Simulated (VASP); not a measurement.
Write the native input for VASP 6.6.1 that does the following.

```yaml
Task: relaxation of volume and atoms at fixed shape
Functional: PBEsol
Potentials_or_basis: VASP PAW PBE potentials, release 64 (Ba_sv, Al, Ge_d)
Cutoff: 600 eV
k_mesh: 5 × 5 × 4
Occupations: methfessel-paxton, width 0.05 eV
Spin: no spin polarisation
Dipole_correction: no
Further_INCAR_settings: ALGO = Normal; EDIFF = 1e-06; IBRION = 2; EDIFFG = -0.02; NSW = 80; ISIF = 8
```

The structure of BaAlGe lies in POSCAR:

```
BaAlGe
1.0
    4.3526170000      0.0000000000      0.0000000000
   -2.1763080000      3.7694770000      0.0000000000
    0.0000000000      0.0000000000      5.2277670000
Ba Al Ge
1 1 1
Direct
    0.0000000000      0.0000000000      0.0000000000
    0.6666666667      0.3333333333      0.5000000000
    0.3333333333      0.6666666667      0.5000000000
```

These files were run (other wordings do the same):

INCAR

```
SYSTEM = BaAlGe
PREC = Accurate
ENCUT = 600
EDIFF = 1E-6
ISMEAR = 1
SIGMA = 0.05
LREAL = .False.
LASPH = .True.
NELM = 100
ALGO = Normal
ISIF = 8
LWAVE = .False.
LCHARG = .False.
GGA = PS
IBRION = 2
NSW = 80
EDIFFG = -0.02
```

KPOINTS

```
Automatic mesh
0
Gamma
  5 5 4
  0 0 0
```

Potentials or basis: VASP PAW PBE potentials, release 64 (Ba_sv, Al, Ge_d).

Command:

```sh
$ cat potpaw_PBE.64/Ba_sv/POTCAR potpaw_PBE.64/Al/POTCAR potpaw_PBE.64/Ge_d/POTCAR > POTCAR
$ mpirun -np 1 vasp_std > vasp.out
```

Results of the run:

```yaml
Relaxed_volume: 27.75 Å³/atom
Relaxed_cell: a = 4.310 Å, b = 4.310 Å, c = 5.176 Å, α = 90.00°, β = 90.00°, γ = 120.00°
Space_group_after_relaxing_to_0.05_Å: P-6m2 (No. 187)
Energy_gained_by_relaxing: 3.8 meV/atom
Ionic_steps: 3
Pressure_after_relaxing: 0.0 GPa
```

Caveat: the PAW data sets were made with another functional, which shifts forces and pressure a little.

Wall time 44 s on 1 thread of Intel(R) Xeon(R) Platinum 8559C (Emerald Rapids), with other jobs on the host, peak memory 0.25 GiB.
